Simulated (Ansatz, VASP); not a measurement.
**Two plane-wave programs on Ta2C**

File INCAR:

```
SYSTEM = Ta2C
PREC     = Accurate       ! precision mode
ENCUT    = 600            ! plane-wave cutoff, eV
EDIFF    = 1E-6           ! SCF threshold, eV
ISMEAR   = 0              ! smearing method
SIGMA    = 0.1            ! smearing width, eV
LREAL    = .FALSE.        ! projectors in reciprocal space
LASPH    = .TRUE.         ! aspherical terms in the spheres
NELM     = 60             ! most SCF steps
ALGO     = Normal         ! electronic algorithm
ISIF     = 3              ! what is computed and relaxed
LWAVE    = .FALSE.        ! write WAVECAR
LCHARG   = .FALSE.        ! write CHGCAR
GGA      = PS             ! functional
IBRION   = 2              ! ionic algorithm
NSW      = 80             ! ionic steps
EDIFFG   = -0.01          ! ionic threshold
```

The input KPOINTS:

```
regular mesh
0
G
  10 10 10
  0 0 0
```

The input POSCAR:

```
Ta2C
1.0
   -2.7390568168      2.7390568168      2.5418828649
    2.7390568168     -2.7390568168      2.5418828649
    2.7390568168      2.7390568168     -2.5418828649
Ta C
4 2
Direct
    0.6750666020      0.8249333980      0.5000000000
    0.8249333980      0.3249333980      0.1498667959
    0.3249333980      0.1750666020      0.5000000000
    0.1750666020      0.6750666020      0.8501332041
    0.2500000000      0.2500000000      0.0000000000
    0.7500000000      0.7500000000      0.0000000000
```

Input for Ansatz:

```yaml
crystal:
  lattice:
    - [-2.7390568168, 2.7390568168, 2.5418828649]
    - [2.7390568168, -2.7390568168, 2.5418828649]
    - [2.7390568168, 2.7390568168, -2.5418828649]
  atoms:
    - { symbol: Ta, position: [0.675066602, 0.824933398, 0.5] }
    - { symbol: Ta, position: [0.824933398, 0.324933398, 0.1498667959] }
    - { symbol: Ta, position: [0.324933398, 0.175066602, 0.5] }
    - { symbol: Ta, position: [0.175066602, 0.675066602, 0.8501332041] }
    - { symbol: C, position: [0.25, 0.25, 0.0] }
    - { symbol: C, position: [0.75, 0.75, 0.0] }
basis:
  ecutwfc: 420
kpoints:
  mp_grid: { grid: [10, 10, 10] }
hamiltonian:
  xc: pbesol
scf:
  occupations: { method: gaussian, width: 0.1 }
output:
  forces: true
  stress: true
  eigenvalues: true
relax:
  adjacent_minimum: "off"
  f_tol: 0.01
  max_steps: 60
  cell: { stress_tol: 0.1 }
```

Alike in both runs: task relaxation of cell and atoms; functional PBEsol; k mesh 10 × 10 × 10; occupations gaussian, width 0.1 eV; no spin polarisation.

```csv
,VASP,Ansatz
version,VASP 6.6.1,Ansatz 0.2.0
potentials or method,"VASP PAW PBE potentials, release 64 (Ta_pv, C), cutoff 600 eV","scalar-relativistic, plane waves, PAW"
valence electrons in the cell,52,60
```

Ansatz gave:

| Quantity | Value |
| --- | --- |
| gap on the k mesh at the Fermi level, each at its own relaxed structure (eV) | none |
| relaxed volume (Å³/atom) | 12.71 |
| relaxed cell length with the largest relative difference (Å) | 4.633 |

Estimate VASP's values.

gap on the k mesh at the Fermi level, each at its own relaxed structure (eV): none; relaxed volume (Å³/atom): 12.74; relaxed cell length with the largest relative difference (Å): 4.637.

VASP's potentials were made for PBE, not for PBEsol. A gap of «none» marks a metal or a gap that the smearing closes. VASP's potentials hold 52 valence electrons a cell and Ansatz's 60, so a difference there can come from the potentials and not from the codes.

Spin-orbit coupling is off throughout.
